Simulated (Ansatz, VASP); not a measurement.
## Two plane-wave programs on AlN

INCAR

```
SYSTEM = AlN
ALGO = Normal
EDIFF = 1E-6
ENCUT = 520
GGA = PE
ISIF = 2
ISMEAR = 0
LASPH = .TRUE.
LCHARG = .TRUE.
LELF = .TRUE.
LREAL = .FALSE.
LVHAR = .TRUE.
LWAVE = .FALSE.
NBANDS = 11
NELM = 100
PREC = Accurate
SIGMA = 0.05
```

File KPOINTS:

```
k-points
0
G
  10 10 10
  0 0 0
```

POSCAR

```
AlN
1.0
    0.0387766519      1.9395929193      1.9395929193
    1.9395929193      0.0387766519      1.9395929193
    1.9395929193      1.9395929193      0.0387766519
Al N
1 1
Direct
    0.5000000000      0.5000000000      0.5000000000
    0.0000000000      0.0000000000      0.0000000000
```

Input for Ansatz:

```yaml
crystal:
  lattice:
    - [0.0387766519, 1.9395929193, 1.9395929193]
    - [1.9395929193, 0.0387766519, 1.9395929193]
    - [1.9395929193, 1.9395929193, 0.0387766519]
  atoms:
    - { symbol: Al, position: [0.5, 0.5, 0.5] }
    - { symbol: "N", position: [0.0, 0.0, 0.0] }
basis:
  ecutwfc: 520.0
kpoints:
  mp_grid: { grid: [10, 10, 10] }
hamiltonian:
  xc: pbe
  pseudopotentials: { kind: paw, azcp: { folder: soft_1 } }
scf:
  occupations: { method: gaussian, width: 0.05 }
output:
  forces: true
  stress: true
  eigenvalues: true
```

Alike in both runs: task single point; functional PBE; k mesh 10 × 10 × 10; occupations gaussian, width 0.05 eV; no spin polarisation.

|  | VASP | Ansatz |
| --- | --- | --- |
| version | VASP 6.6.1 | Ansatz 0.2.0 |
| potentials or method | VASP PAW PBE potentials, release 64 (Al, N), cutoff 520 eV | scalar-relativistic, plane waves, PAW |
| valence electrons in the cell | 8 | 8 |

```tsv
	VASP	Ansatz	Ansatz less VASP
gap on the k mesh at the Fermi level (eV)	4.73	4.72	-0.013
least direct gap on the mesh (eV)	7.84	7.81	-0.028
```
